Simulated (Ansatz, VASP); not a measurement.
One calculation of Si3Ge, two programs

The input POSCAR:

```
Si3Ge
1.0
    4.0389547665      0.0000000000      0.0000000000
    0.0000000000      4.0389547665      0.0000000000
    0.0000000000      0.0000000000      5.6964442879
Si Ge
3 1
Direct
    0.5000000000      0.0000000000      0.7551083715
    0.5000000000      0.5000000000      0.0000000000
    0.0000000000      0.5000000000      0.2448916285
    0.0000000000      0.0000000000      0.5000000000
```

The input INCAR.step1:

```
SYSTEM = Si3Ge
PREC = Accurate ; ENCUT = 520
ISMEAR = 0 ; SIGMA = 0.01
LREAL = .FALSE. ; LASPH = .TRUE.
NELM = 80 ; NBANDS = 21
GGA = PE ; ALGO = Normal
EDIFF = 1E-4 ; LWAVE = .TRUE.
LCHARG = .FALSE.
```

File INCAR.step2:

```
SYSTEM = Si3Ge
PREC = Accurate ; ENCUT = 520
EDIFF = 1E-7 ; ISMEAR = 0
SIGMA = 0.01 ; LREAL = .FALSE.
LASPH = .TRUE. ; NELM = 80
ALGO = Normal ; ISIF = 2
LWAVE = .FALSE. ; LCHARG = .FALSE.
METAGGA = R2SCAN ; LMIXTAU = .TRUE.
NBANDS = 21 ; ISTART = 1
```

The input KPOINTS:

```
Automatic mesh
0
G
  6 6 6
  0 0 0
```

Input for Ansatz:

```yaml
crystal:
  lattice:
    - [4.0389547665, 0.0, 0.0]
    - [0.0, 4.0389547665, 0.0]
    - [0.0, 0.0, 5.6964442879]
  atoms:
    - { symbol: Si, position: [0.5, 0.0, 0.7551083715] }
    - { symbol: Si, position: [0.5, 0.5, 0.0] }
    - { symbol: Si, position: [0.0, 0.5, 0.2448916285] }
    - { symbol: Ge, position: [0.0, 0.0, 0.5] }
kpoints:
  mp_grid: { grid: [6, 6, 6] }
  band_path:
    path:
      - [0.0, 0.0, 0.0]
      - [0.0, 0.5, 0.0]
      - [0.5, 0.5, 0.0]
      - [0.0, 0.0, 0.5]
      - [0.0, 0.5, 0.5]
      - [0.5, 0.5, 0.5]
    npoints: 1
hamiltonian:
  xc: r2scan
scf:
  occupations: { method: fixed }
  n_extra_bands: 5
output:
  forces: true
  stress: true
  eigenvalues: true
```

Change from the starting cell: hydrostatic strain +3.9%.

Alike in both runs: task single point; functional r2SCAN; k mesh 6 × 6 × 6; no spin polarisation.

```csv
,VASP,Ansatz
version,VASP 6.6.1,Ansatz 0.2.0
potentials or method,"VASP PAW PBE potentials, release 64 (Si, Ge_d)","plane waves, PAW"
plane-wave cutoff (eV),520,500
occupations,"gaussian, width 0.01 eV",fixed
valence electrons in the cell,26,26
```

```tsv
	VASP	Ansatz	Ansatz less VASP
gap on the k mesh at the Fermi level (eV)	0.76	0.76	-0.006
pressure (GPa)	-8.2	-8.1	+0.12
rms of the force components (eV/Å)	0.006	0.000	-0.0054
```

VASP's potentials were made for PBE, not for r2SCAN. Atom by atom the forces differ by 0.006 eV/Å (rms over components).
